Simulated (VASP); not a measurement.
# Ag4F in VASP: single point with PBEsol

Aim: the single point of Ag4F with PBEsol.

Everything below comes from runs of VASP 6.6.1. Logs are shortened: lines on timing, memory, paths and dates and some standing lists are left out, and cuts for length are marked.

## 1. The cell of the first run

The cell holds a slab with vacuum, 5 atoms: a = 2.867 Å, b = 2.867 Å, c = 25.082 Å, α = 90.00°, β = 90.00°, γ = 90.00°.

## 2. Single point, PBEsol

File INCAR:

```
SYSTEM = Ag4F
PREC = Accurate
ENCUT = 520
EDIFF = 1E-6
ISMEAR = 0
SIGMA = 0.1
LREAL = .FALSE.
LASPH = .TRUE.
NELM = 120
ALGO = Normal
ISIF = 2
LWAVE = .FALSE.
LCHARG = .FALSE.
LDIPOL = .TRUE.
IDIPOL = 3
DIPOL = 0.5 0.5 0.499
GGA = PS
NBANDS = 50
GGA_COMPAT = .FALSE.
NELMDL = -8
```

File KPOINTS:

```
regular mesh
0
G
  10 10 1
  0 0 0
```

File POSCAR:

```
Ag4F
1.0
    2.8669036820      0.0000000000      0.0000000000
    0.0000000000      2.8669036820      0.0000000000
    0.0000000000      0.0000000000     25.0816211037
Ag F
4 1
Direct
    0.5000000000      0.5000000000      0.3388935654
    0.0000000000      0.0000000000      0.4197179677
    0.5000000000      0.5000000000      0.4998426910
    0.0000000000      0.0000000000      0.5788132408
    0.0000000000      0.0000000000      0.6562487080
```

Potentials or basis: VASP PAW PBE potentials, release 64 (Ag_sv_GW, F).

Run with:

```console
$ cat potpaw_PBE.64/Ag_sv_GW/POTCAR potpaw_PBE.64/F/POTCAR > POTCAR
$ mpirun -np 1 vasp_std > vasp.out
```

OUTCAR:

```text
SYSTEM = Ag4F
   PREC = Accurate
   ENCUT = 520
   EDIFF = 1E-6
   ISMEAR = 0
   LREAL = .FALSE.
   LASPH = .TRUE.
   NELM = 120
   ISIF = 2
   GGA = PS
   NELMDL = -8

 ion  position               nearest neighbor table
   1  0.500  0.500  0.339-
   2  0.000  0.000  0.420-
   3  0.500  0.500  0.500-
   4  0.000  0.000  0.579-   5 1.94
   5  0.000  0.000  0.656-   4 1.94

  LATTYP: Found a simple tetragonal cell.
 ALAT       =     2.8669036820
 C/A-ratio  =     8.7486793718

  Lattice vectors:

 A1 = (   2.8669036820,   0.0000000000,   0.0000000000)
 A2 = (   0.0000000000,   2.8669036820,   0.0000000000)
 A3 = (   0.0000000000,   0.0000000000,  25.0816211037)

Analysis of symmetry for initial positions (statically):
=====================================================================
 Subroutine PRICEL returns:
 Original cell was already a primitive cell.

 Routine SETGRP: Setting up the symmetry group for a
 simple tetragonal supercell.

 Subroutine GETGRP returns: Found  8 space group operations
 (whereof  8 operations were pure point group operations)
 out of a pool of 16 trial point group operations.

The static configuration has the point symmetry C_4v.

Analysis of symmetry for dynamics (positions and initial velocities):
=====================================================================
 Subroutine PRICEL returns:
 Original cell was already a primitive cell.

 Routine SETGRP: Setting up the symmetry group for a
 simple tetragonal supercell.

 Subroutine GETGRP returns: Found  8 space group operations
 (whereof  8 operations were pure point group operations)
 out of a pool of 16 trial point group operations.

The dynamic configuration has the point symmetry C_4v.

 Subroutine INISYM returns: Found  8 space group operations
 (whereof  8 operations are pure point group operations),
 and found     1 'primitive' translations

----------------------------------------------------------------------------------------

                                     Primitive cell

  volume of cell :     206.1493

  direct lattice vectors                    reciprocal lattice vectors
     2.866903682  0.000000000  0.000000000     0.348808370  0.000000000  0.000000000
     0.000000000  2.866903682  0.000000000     0.000000000  0.348808370  0.000000000
     0.000000000  0.000000000 25.081621104     0.000000000  0.000000000  0.039869831

  length of vectors
     2.866903682  2.866903682 25.081621104     0.348808370  0.348808370  0.039869831

  position of ions in fractional coordinates (direct lattice)
     0.500000000  0.500000000  0.338893565
     0.000000000  0.000000000  0.419717968
     0.500000000  0.500000000  0.499842691
     0.000000000  0.000000000  0.578813241
     0.000000000  0.000000000  0.656248708

  ion indices of the primitive-cell ions
   primitive index   ion index
                 1           1
                 2           2
                 3           3
                 4           4
                 5           5

----------------------------------------------------------------------------------------

 KPOINTS: regular mesh

Automatic generation of k-mesh.
 Grid dimensions read from file:
 generate k-points for:   10   10    1

 Generating k-lattice:

  Cartesian coordinates                     Fractional coordinates (reciprocal lattice)
     0.034880837  0.000000000  0.000000000     0.100000000  0.000000000  0.000000000
     0.000000000  0.034880837  0.000000000     0.000000000  0.100000000  0.000000000
     0.000000000  0.000000000  0.039869831     0.000000000  0.000000000  1.000000000

  Length of vectors
     0.034880837  0.034880837  0.039869831

  Shift w.r.t. Gamma in fractional coordinates (k-lattice)
     0.000000000  0.000000000  0.000000000

 Subroutine IBZKPT returns following result:
 ===========================================

 Found     21 irreducible k-points:

 Following reciprocal coordinates:
            Coordinates               Weight
  0.000000  0.000000  0.000000      1.000000
  0.100000  0.000000  0.000000      4.000000
  0.200000  0.000000  0.000000      4.000000
  0.300000  0.000000  0.000000      4.000000
  0.400000  0.000000  0.000000      4.000000
  0.500000  0.000000  0.000000      2.000000
[... 13 lines left out ...]
  0.500000  0.400000  0.000000      4.000000
  0.500000  0.500000  0.000000      1.000000
   k-points           NKPTS =     21   k-points in BZ     NKDIM =     21   number of bands    NBANDS=     50
   number of dos      NEDOS =    301   number of ions     NIONS =      5
   total plane-waves  NPLWV = 110592
   dimension x,y,z NGX =    24 NGY =   24 NGZ =  192
   dimension x,y,z NGXF=    48 NGYF=   48 NGZF=  384
   ions per type =               4   1
   NGX,Y,Z   is equivalent  to a cutoff of  13.92, 13.92, 12.73 a.u.
   NGXF,Y,Z  is equivalent  to a cutoff of  27.83, 27.83, 25.45 a.u.
 SYSTEM =  Ag4F
   PREC   = accura    normal or accurate (medium, high low for compatibility)
   ISTART =      0    job   : 0-new  1-cont  2-samecut
   ICHARG =      2    charge: 1-file 2-atom 10-const
   ISPIN  =      1    spin polarized calculation?
   LNONCOLLINEAR =      F non collinear calculations
   LSORBIT =      F    spin-orbit coupling
   LASPH  =      T    aspherical Exc in radial PAW
   ENCUT  =  520.0 eV  38.22 Ry    6.18 a.u.   5.33  5.33 46.64*2*pi/ulx,y,z
   NELM   =    120;   NELMIN=  2; NELMDL= -8     # of ELM steps
   EDIFF  = 0.1E-05   stopping-criterion for ELM
   LREAL  =      F    real-space projection
   EDIFFG = 0.1E-04   stopping-criterion for IOM
   NSW    =      0    number of steps for IOM
   IBRION =     -1    ionic relax: 0-MD 1-quasi-New 2-CG
   NFREE  =      0    steps in history (QN), initial steepest desc. (CG)
   ISIF   =      2    stress and relaxation
   ISYM   =      2    0-nonsym 1-usesym 2-fastsym
   POTIM  = 0.5000    time-step for ionic-motion
   TEBEG  =    0.0;   TEEND  =   0.0 temperature during run
   PSTRESS=    0.0 pullay stress
   NELECT =      83.0000    total number of electrons
   NUPDOWN=      -1.0000    fix difference up-down
   EMIN   =  10.00;   EMAX   =-10.00  energy-range for DOS
   EFERMI =   0.00;   METHOD = LEGACY
   ISMEAR =     0;   SIGMA  =   0.10  broadening in eV -4-tet -1-fermi 0-gaus
   EFERMI_NEDOS =   21; number of points for ismear=-14 and -15
   IALGO  =     38    algorithm
   IMIX   =      4    mixing-type and parameters
     AMIX     =   0.40;   BMIX     =  1.00
     AMIX_MAG =   1.60;   BMIX_MAG =  1.00
  volume/ion in A,a.u.               =      41.23       278.23
  Fermi-wavevector in a.u.,A,eV,Ry     =   1.208853  2.284401 19.882551  1.461326
  Thomas-Fermi vector in A             =   2.344448
   LORBIT       =      0    0 simple, 1 ext, 2 COOP (PROOUT), +10 PAW based schemes
   GGA     = PS    functional components
   LHFCALC =     F    Hartree Fock is set to
   AEXX    =    0.0000 exact exchange contribution
   IVDW    =     0    specifies the selected vdW correction
   LEPSILON=     F    determine dielectric tensor
   LRPA    =     F    only Hartree local field effects (RPA)
 non-spin polarized calculation
 Gauss-broadening in eV      SIGMA  =   0.10
  energy-cutoff  :      520.00
  volume of cell :      206.15
 maximum number of plane-waves:      5593
 NGX is ok and might be reduce to    24
   NGX = 11   NGY = 11   NGZ = 93

 dipolmoment           0.000000      0.000000     -0.242658 electrons x Angstroem

 number of electron      83.0000013 magnetization

 dipolmoment           0.000000      0.000000      0.277044 electrons x Angstroem

 Free energy of the ion-electron system (eV)
  ---------------------------------------------------
  ext. energy  EPLUGINS =         0.00000000
  ---------------------------------------------------
  free energy    TOTEN  =        -6.80995665 eV

  energy without entropy =       -6.79412949  energy(sigma->0) =       -6.80204307

 E-fermi :  -2.5620     XC(G=0):  -5.2910

 val. band max:       -2.5856889637   @ k =   0.5000   0.0000   0.0000
 cond. band min:      -2.5286333576   @ k =   0.5000   0.5000   0.0000
 fundamental gap:      0.0570556061
 Fermi energy:        -2.5620141279

 k-point     1 :       0.0000    0.0000    0.0000
  band No.  band energies     occupation
      1     -94.5098      2.00000
      2     -94.4030      2.00000
      3     -94.1883      2.00000
      4     -93.7811      2.00000
      5     -58.0267      2.00000
      6     -57.9590      2.00000
[... 42 lines left out ...]
     49       7.3790      0.00000
     50       8.0672      0.00000

 k-point     2 :       0.1000    0.0000    0.0000
  band No.  band energies     occupation
      1     -94.5091      2.00000
      2     -94.4024      2.00000
      3     -94.1877      2.00000
      4     -93.7805      2.00000
      5     -58.0251      2.00000
      6     -57.9701      2.00000
[... 42 lines left out ...]
     49       7.4025      0.00000
     50       7.6204      0.00000

 k-point     3 :       0.2000    0.0000    0.0000
  band No.  band energies     occupation
      1     -94.5073      2.00000
      2     -94.4008      2.00000
      3     -94.1861      2.00000
      4     -93.7789      2.00000
      5     -58.0217      2.00000
      6     -57.9965      2.00000
[... 42 lines left out ...]
     49       6.3286      0.00000
     50       6.5729      0.00000

 k-point     4 :       0.3000    0.0000    0.0000
  band No.  band energies     occupation
      1     -94.5051      2.00000
      2     -94.3989      2.00000
      3     -94.1841      2.00000
      4     -93.7769      2.00000
      5     -58.0285      2.00000
      6     -58.0183      2.00000
[... 840 lines left out ...]
 k-point    20 :       0.5000    0.4000    0.0000
  band No.  band energies     occupation
      1     -94.4968      2.00000
      2     -94.3909      2.00000
      3     -94.1761      2.00000
      4     -93.7690      2.00000
      5     -58.0503      2.00000
      6     -58.0405      2.00000
[... 42 lines left out ...]
     49       5.9269      0.00000
     50       6.3601      0.00000

 k-point    21 :       0.5000    0.5000    0.0000
  band No.  band energies     occupation
      1     -94.4962      2.00000
      2     -94.3903      2.00000
      3     -94.1754      2.00000
      4     -93.7683      2.00000
      5     -58.0497      2.00000
      6     -58.0497      2.00000
[... 42 lines left out ...]
     49       4.9091      0.00000
     50       5.4652      0.00000

------------------------ aborting loop because EDIFF is reached ----------------------------------------

 vacuum level on the upper side and lower side of the slab       (xc-potential included)         2.980        -2.992

  FORCE on cell =-STRESS in cart. coord.  units (eV):
  Direction    XX          YY          ZZ          XY          YZ          ZX
  --------------------------------------------------------------------------------------
  -------------------------------------------------------------------------------------
  Total       -1.8270546     -1.8270546     -1.4843789      0.0000000      0.0000000      0.0000000
  in kB      -14.1997369    -14.1997369    -11.5364861      0.0000000      0.0000000      0.0000000
  external PRESSURE =     -13.3119866 kB  Pullay stress =       0.0000000 kB

 VOLUME and BASIS-vectors are now :
 -----------------------------------------------------------------------------
  energy-cutoff  :      520.00
  volume of cell :      206.15
      direct lattice vectors                 reciprocal lattice vectors
     2.866903682  0.000000000  0.000000000     0.348808370  0.000000000  0.000000000
     0.000000000  2.866903682  0.000000000     0.000000000  0.348808370  0.000000000
     0.000000000  0.000000000 25.081621104     0.000000000  0.000000000  0.039869831

 POSITION                                       TOTAL-FORCE (eV/Angst)
 -----------------------------------------------------------------------------------
      1.43345      1.43345      8.50000        -0.000000      0.000000      0.160173
      0.00000      0.00000     10.52721         0.000000      0.000000     -0.162429
      1.43345      1.43345     12.53686        -0.000000      0.000000      0.000722
      0.00000      0.00000     14.51757         0.000000     -0.000000     -0.068545
      0.00000      0.00000     16.45978        -0.000000      0.000000      0.070079
 -----------------------------------------------------------------------------------
    total drift:                                0.000000     -0.000000     -0.010832

  FREE ENERGIE OF THE ION-ELECTRON SYSTEM (eV)
  ---------------------------------------------------
  free  energy   TOTEN  =        -6.8099566515 eV

  energy  without entropy=       -6.7941294939  energy(sigma->0) =       -6.80204307

 vacuum level on the upper side and lower side of the slab         7.910         1.807
```

Run time: 4.6 min. Hardware: 1 thread of Intel Xeon 6975P-C (Granite Rapids), shared host; peak memory 0.43 GiB.

What came out:

| Item | Value |
| --- | --- |
| Free energy | -6.8100 eV |
| Largest force | 0.162 eV/Å |
| Band gap on the k mesh | zero (an odd number of electrons rules out a gap without spin polarisation) |

Forces on the atoms (eV/Å):
```
Ag   0.000  0.000  0.160
Ag   0.000  0.000 -0.162
Ag   0.000  0.000  0.001
Ag   0.000  0.000 -0.069
F    0.000  0.000  0.070
```

Caveat: the PAW data sets were made with another functional, which shifts forces and pressure a little.

The gap in the log of VASP goes by the Fermi energy; the results here count the filled bands.